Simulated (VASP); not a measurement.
Runs of VASP 6.6.1 on Sb. The structure is that of space group Fm-3m (No. 225), or close to it. The cells are those of the table. 

```tsv
task	cell	cutoff (eV)	gap on the mesh (eV)	pressure (GPa)
single point	a = 3.123 Å, angles 60.0°, 1 atom	520	none	20.3
single point	a = 3.015 Å, angles 60.0°, 1 atom	520	none	40.8
single point	a = 3.204 Å, angles 60.0°, 1 atom	520	none	(a)
relaxation of cell and atoms	relaxed to 10 GPa from a = 3.260 Å, angles 60.0°, 1 atom	600	none	9.9
single point	a = 3.331 Å, angles 60.0°, 1 atom	520	none	0.0
```

Alike in all rows: level PBEsol; potentials or basis VASP PAW PBE potentials, release 64 (Sb); no spin polarisation; k mesh 10 × 10 × 10; smearing fermi-dirac 0.1 eV.

Question: Fill in the values left out.

Answer: (a) 10.1.

Caveats: the PAW data sets were made with another functional, which shifts forces and pressure a little; spin-orbit coupling is left out, which moves the levels of the heavy elements; the cell is relaxed towards a set pressure, so the enthalpy falls and the energy may rise (some runs).

A k mesh can miss the band edges, and the runs leave out spin-orbit coupling on Sb.

A gap of «none» marks levels without a gap at the run's occupations.
